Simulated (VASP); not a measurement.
# Zr (P6_3/mmc) in VASP: notebook, part 2 of 2

VASP 6.6.1.

### 3 Single point, PBEsol

This run uses another cell than the first one, of the same volume but with other edges.

INCAR reads:

```
SYSTEM = Zr
  ALGO = Fast
  EDIFF = 1E-7
  ENCUT = 520
  GGA = PS
  ISIF = 2
  ISMEAR = 0
  LASPH = .TRUE.
  LCHARG = .TRUE.
  LELF = .TRUE.
  LREAL = .FALSE.
  LVHAR = .TRUE.
  LWAVE = .FALSE.
  NBANDS = 19
  NELM = 100
  PREC = Accurate
  SIGMA = 0.15
```

KPOINTS reads:

```
k-points
0
G
  18 18 10
  0 0 0
```

POSCAR reads:

```
Zr
1.0
    3.4815645444      0.0000000000      0.0000000000
   -1.7407822722      3.0151233403      0.0000000000
    0.0000000000      0.0000000000      4.4355501398
Zr
2
Direct
    0.3333333333      0.6666666667      0.2500000000
    0.6666666667      0.3333333333      0.7500000000
```

Potentials or basis: VASP PAW PBE potentials, release 64 (Zr_sv).

Started as:

```
$ cat potpaw_PBE.64/Zr_sv/POTCAR > POTCAR
$ mpirun -np 1 vasp_std > vasp.out
```

OUTCAR:

```text
SYSTEM = Zr
   EDIFF = 1E-7
   ENCUT = 520
   GGA = PS
   ISIF = 2
   ISMEAR = 0
   LASPH = .TRUE.
   LREAL = .FALSE.
   NELM = 100
   PREC = Accurate

 ion  position               nearest neighbor table
   1  0.333  0.667  0.250-   2 2.99   2 2.99   2 2.99   2 2.99   2 2.99   2 2.99
   2  0.667  0.333  0.750-   1 2.99   1 2.99   1 2.99   1 2.99   1 2.99   1 2.99

  LATTYP: Found a hexagonal cell.
 ALAT       =     3.4815645444
 C/A-ratio  =     1.2740106016

  Lattice vectors:
[... 719 lines left out ...]

------------------------ aborting loop because EDIFF is reached ----------------------------------------

  FORCE on cell =-STRESS in cart. coord.  units (eV):
  Direction    XX          YY          ZZ          XY          YZ          ZX
  --------------------------------------------------------------------------------------
  -------------------------------------------------------------------------------------
  Total       -1.7969070     -1.7969070      1.9894011     -0.0000000     -0.0000000     -0.0000000
  in kB      -61.8314093    -61.8314093     68.4551147     -0.0000000     -0.0000000     -0.0000000
  external PRESSURE =     -18.4025680 kB  Pullay stress =       0.0000000 kB

 VOLUME and BASIS-vectors are now :
 -----------------------------------------------------------------------------
  energy-cutoff  :      520.00
  volume of cell :       46.56
      direct lattice vectors                 reciprocal lattice vectors
     3.481564544  0.000000000  0.000000000     0.287227190  0.165830695  0.000000000
    -1.740782272  3.015123340  0.000000000     0.000000000  0.331661391  0.000000000
     0.000000000  0.000000000  4.435550140     0.000000000  0.000000000  0.225451177

 POSITION                                       TOTAL-FORCE (eV/Angst)
 -----------------------------------------------------------------------------------
     -0.00000      2.01008      1.10889         0.000000     -0.000000      0.000000
      1.74078      1.00504      3.32666        -0.000000      0.000000      0.000000
 -----------------------------------------------------------------------------------
    total drift:                                0.000000     -0.000000      0.000000

  FREE ENERGIE OF THE ION-ELECTRON SYSTEM (eV)
  ---------------------------------------------------
  free  energy   TOTEN  =       -17.7911587194 eV

  energy  without entropy=      -17.7664736061  energy(sigma->0) =      -17.77881616
```

OSZICAR:

```text
N       E                     dE             d eps       ncg     rms          rms(c)
DAV:   1     0.216177707162E+03    0.21618E+03   -0.13256E+04  8436   0.125E+03
DAV:   2    -0.243576441692E+01   -0.21861E+03   -0.21451E+03  9821   0.367E+02
DAV:   3    -0.181632776693E+02   -0.15728E+02   -0.15540E+02 15208   0.715E+01
[... 18 lines left out ...]
RMM:  22    -0.177911562210E+02   -0.45252E-05   -0.48336E-06 12934   0.220E-02    0.139E-02
RMM:  23    -0.177911579709E+02   -0.17498E-05   -0.20110E-06 12225   0.124E-02    0.437E-03
RMM:  24    -0.177911585410E+02   -0.57010E-06   -0.92072E-07  9669   0.671E-03    0.889E-04
RMM:  25    -0.177911586693E+02   -0.12833E-06   -0.53586E-07  8081   0.412E-03    0.319E-04
RMM:  26    -0.177911587194E+02   -0.50109E-07   -0.31277E-07  7212   0.299E-03
   1 F= -.17791159E+02 E0= -.17778816E+02  d E =-.246851E-01
```

stdout:

```text
POSCAR found type information on POSCAR Zr
 POSCAR found :  1 types and       2 ions
 scaLAPACK will be used
[... 72 lines left out ...]
 num prob  num prob  num prob  num prob  num prob  num prob  num prob  num prob  num prob  num prob  num prob  num prob  num prob  num prob  num prob  num prob  num prob  num prob  num prob  num prob  num prob  num prob WARNING in EDDRMM: call to ZHEGV failed, returncode =   6  3      7
 num prob  num prob  num prob  num prob  num prob  num prob  num prob  num prob  num prob  num prob  num prob  num prob  num prob  num prob  num prob  num prob  num prob  num prob  num prob  num prob WARNING in EDDRMM: call to ZHEGV failed, returncode =   6  3     10
 num prob  num prob  num prob  num prob WARNING in EDDRMM: call to ZHEGV failed, returncode =   6  3     17
 num prob  num prob  num prob  num prob  num prob  num prob  num prob  num prob  num prob WARNING in EDDRMM: call to ZHEGV fai
```

It took 3.3 min on 1 thread of Intel Xeon 6975P-C (Granite Rapids), shared host; peak memory 0.28 GiB.

What came out:

```yaml
Free_energy: -17.7912 eV
Pressure: -1.8 GPa
Band_gap_on_the_k_mesh: zero (band 12 reaches 9.39 eV, above the bottom of band 13 at 8.27 eV)
```

Stress tensor (GPa, compression positive):
```
-6.18  0.00  0.00
 0.00 -6.18  0.00
 0.00  0.00  6.85
```

Levels at points of the mesh, in eV from the Fermi level:
```
           k point  band 9  band 10  band 11  band 12  band 13  band 14  band 15  band 16
(0.00, 0.00, 0.00)   -5.40    -2.94     0.55     0.55     0.94     0.94     1.78     1.78
(0.50, 0.00, 0.00)   -2.62    -2.44    -1.43    -0.63    -0.39     2.22     2.80     3.69
(0.00, 0.00, 0.50)   -3.18    -3.18    -0.08    -0.08    -0.08    -0.08     1.38     1.38
(0.50, 0.00, 0.50)   -2.50    -2.50    -0.18    -0.18     1.57     1.57     1.89     1.89
```

Caveat: the PAW data sets were made with another functional, which shifts forces and pressure a little.

### 4 Single point, PBEsol

This run uses another cell than the first one, of the same volume but with other edges.

INCAR reads:

```
SYSTEM = Zr
ALGO     = Fast           ! electronic algorithm
EDIFF    = 1E-7           ! SCF threshold, eV
ENCUT    = 520            ! plane-wave cutoff, eV
GGA      = PS             ! functional
ISIF     = 2              ! what is computed and relaxed
ISMEAR   = 0              ! smearing method
LASPH    = .True.         ! aspherical terms in the spheres
LCHARG   = .False.        ! write CHGCAR
LREAL    = .False.        ! projectors in reciprocal space
LWAVE    = .False.        ! write WAVECAR
NBANDS   = 19             ! bands
NELM     = 100            ! most SCF steps
PREC     = Accurate       ! precision mode
SIGMA    = 0.15           ! smearing width, eV
```

KPOINTS reads:

```
k-points
0
Gamma
  18 18 10
  0 0 0
```

POSCAR reads:

```
Zr
1.0
    2.9613517485      0.0000000000      0.0000000000
   -1.4806758742      2.5646058437      0.0000000000
    0.0000000000      0.0000000000      6.1307894745
Zr
2
Direct
    0.3333333333      0.6666666667      0.2500000000
    0.6666666667      0.3333333333      0.7500000000
```

Potentials or basis: VASP PAW PBE potentials, release 64 (Zr_sv).

Started as:

```
$ cat potpaw_PBE.64/Zr_sv/POTCAR > POTCAR
$ mpirun -np 1 vasp_std > vasp.out
```

OUTCAR:

```text
SYSTEM = Zr
   EDIFF = 1E-7
   ENCUT = 520
   GGA = PS
   ISIF = 2
   ISMEAR = 0
   LASPH = .True.
   LREAL = .False.
   NELM = 100
   PREC = Accurate

 ion  position               nearest neighbor table
   1  0.333  0.667  0.250-   2 3.51   2 3.51   2 3.51   2 3.51   2 3.51   2 3.51
   2  0.667  0.333  0.750-   1 3.51   1 3.51   1 3.51   1 3.51   1 3.51   1 3.51

  LATTYP: Found a hexagonal cell.
 ALAT       =     2.9613517485
 C/A-ratio  =     2.0702672277

  Lattice vectors:

 A1 = (   2.9613517485,   0.0000000000,   0.0000000000)
 A2 = (  -1.4806758742,   2.5646058437,   0.0000000000)
 A3 = (   0.0000000000,   0.0000000000,   6.1307894745)

Analysis of symmetry for initial positions (statically):
=====================================================================
 Subroutine PRICEL returns:
 Original cell was already a primitive cell.

 Routine SETGRP: Setting up the symmetry group for a
 hexagonal supercell.

 Subroutine GETGRP returns: Found 24 space group operations
 (whereof 12 operations were pure point group operations)
 out of a pool of 24 trial point group operations.

The static configuration has the point symmetry D_3d.
[... 162 lines left out ...]

  energy without entropy =      -17.83241423  energy(sigma->0) =      -17.83848145

 E-fermi :   8.5615     XC(G=0): -11.1488

 val. band max:        8.5379296546   @ k =   0.3889   0.1667   0.0000
 cond. band min:       8.5675663917   @ k =   0.1667   0.1667   0.4000
 fundamental gap:      0.0296367371
 Fermi energy:         8.5615326581

 k-point     1 :       0.0000    0.0000    0.0000
  band No.  band energies     occupation
      1     -39.8833      2.00000
      2     -39.8373      2.00000
      3     -18.1479      2.00000
      4     -17.6560      2.00000
      5     -17.1695      2.00000
      6     -17.1695      2.00000
[... 505 lines left out ...]
      6     -17.6242      2.00000
[... 11 lines left out ...]
     18      13.8593      0.00000
     19      15.9628      0.00000

 [... further k-points ...]

------------------------ aborting loop because EDIFF is reached ----------------------------------------

  FORCE on cell =-STRESS in cart. coord.  units (eV):
  Direction    XX          YY          ZZ          XY          YZ          ZX
  --------------------------------------------------------------------------------------
  -------------------------------------------------------------------------------------
  Total        0.2673831      0.2673831     -3.4032370      0.0000000      0.0000000      0.0000000
  in kB        9.2006302      9.2006302   -117.1050824      0.0000000      0.0000000      0.0000000
  external PRESSURE =     -32.9012740 kB  Pullay stress =       0.0000000 kB

 VOLUME and BASIS-vectors are now :
 -----------------------------------------------------------------------------
  energy-cutoff  :      520.00
  volume of cell :       46.56
      direct lattice vectors                 reciprocal lattice vectors
     2.961351748  0.000000000  0.000000000     0.337683627  0.194961733  0.000000000
    -1.480675874  2.564605844  0.000000000     0.000000000  0.389923466  0.000000000
     0.000000000  0.000000000  6.130789475     0.000000000  0.000000000  0.163111130

 POSITION                                       TOTAL-FORCE (eV/Angst)
 -----------------------------------------------------------------------------------
     -0.00000      1.70974      1.53270         0.000000     -0.000000      0.000000
      1.48068      0.85487      4.59809        -0.000000      0.000000      0.000000
 -----------------------------------------------------------------------------------
    total drift:                                0.000000     -0.000000      0.000000

  FREE ENERGIE OF THE ION-ELECTRON SYSTEM (eV)
  ---------------------------------------------------
  free  energy   TOTEN  =       -17.8445486651 eV

  energy  without entropy=      -17.8324142343  energy(sigma->0) =      -17.83848145
```

Wall time 2.1 min (1 thread of Intel Xeon 6975P-C (Granite Rapids), shared host); peak memory 0.28 GiB.

What came out:

```
Free energy            : -17.8445 eV
Pressure               : -3.3 GPa
Band gap on the k mesh : zero (band 12 reaches 8.68 eV, above the bottom of band 13 at 8.51 eV)
```

Caveat: the PAW data sets were made with another functional, which shifts forces and pressure a little.

### 5 Overview

| cell | further INCAR settings | gap on the mesh (eV) | pressure (GPa) |
| --- | --- | --- | --- |
| a = 3.180, b = 3.180, c = 5.317 Å, angles 90.0, 90.0, 120.0°, 2 atoms | ALGO = Fast; EDIFF = 1e-06; NBANDS = 19 | none | -3.5 |
| a = 3.482, b = 3.482, c = 4.436 Å, angles 90.0, 90.0, 120.0°, 2 atoms | ALGO = Fast; EDIFF = 1e-07; NBANDS = 19 | none | -1.8 |
| a = 2.961, b = 2.961, c = 6.131 Å, angles 90.0, 90.0, 120.0°, 2 atoms | ALGO = Fast; EDIFF = 1e-07; NBANDS = 19 | none | -3.3 |

Alike in all rows: task single point; level PBEsol; potentials or basis VASP PAW PBE potentials, release 64 (Zr_sv); no spin polarisation; k mesh 18 × 18 × 10; cutoff (eV) 520; smearing gaussian 0.15 eV.

Caveats: the PAW data sets were made with another functional, which shifts forces and pressure a little.

Total energies depend on the potentials used, so only differences within one code and one set of settings carry meaning.
